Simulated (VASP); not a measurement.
Write the native input for VASP 6.6.1 that does the following.

```yaml
Task: single point
Functional: PBEsol
Potentials_or_basis: VASP PAW PBE potentials, release 64 (Ge_d)
Cutoff: 520 eV
k_mesh: 12 × 12 × 11
Occupations: fermi-dirac, width 0.1 eV
Spin: no spin polarisation
Dipole_correction: no
Further_INCAR_settings: ALGO = Normal; EDIFF = 1e-06; NBANDS = 13
```

The structure of Ge lies in POSCAR:

```
Ge
1.0
    1.3782662934     -2.5653695835      0.0000000000
    1.3782662934      2.5653695835      0.0000000000
    0.0000000000      0.0000000000      2.6617639486
Ge
1
Direct
    0.5000000000      0.5000000000      0.0000000000
```

One way to write it, as run:

INCAR

```
SYSTEM = Ge
PREC = Accurate
ENCUT = 520
EDIFF = 1E-6
ISMEAR = -1
SIGMA = 0.1
LREAL = .False.
LASPH = .True.
NELM = 80
ALGO = Normal
ISIF = 2
LWAVE = .False.
LCHARG = .False.
GGA = PS
NBANDS = 13
```

KPOINTS

```
Automatic mesh
0
Gamma
  12 12 11
  0 0 0
```

Potentials or basis: VASP PAW PBE potentials, release 64 (Ge_d).

Run with:

```sh
$ cat potpaw_PBE.64/Ge_d/POTCAR > POTCAR
$ mpirun -np 1 vasp_std > vasp.out
```

It gave:

```json
{"Pressure": "-1.7 GPa", "Band gap on the k mesh": "zero (band 7 reaches 13.38 eV, above the bottom of band 8 at 3.15 eV)"}
```

Caveat: the PAW data sets were made with another functional, which shifts forces and pressure a little.

It took 21 s on 1 thread of Intel Xeon 6975P-C, with other jobs on the host, peak memory 0.17 GiB.
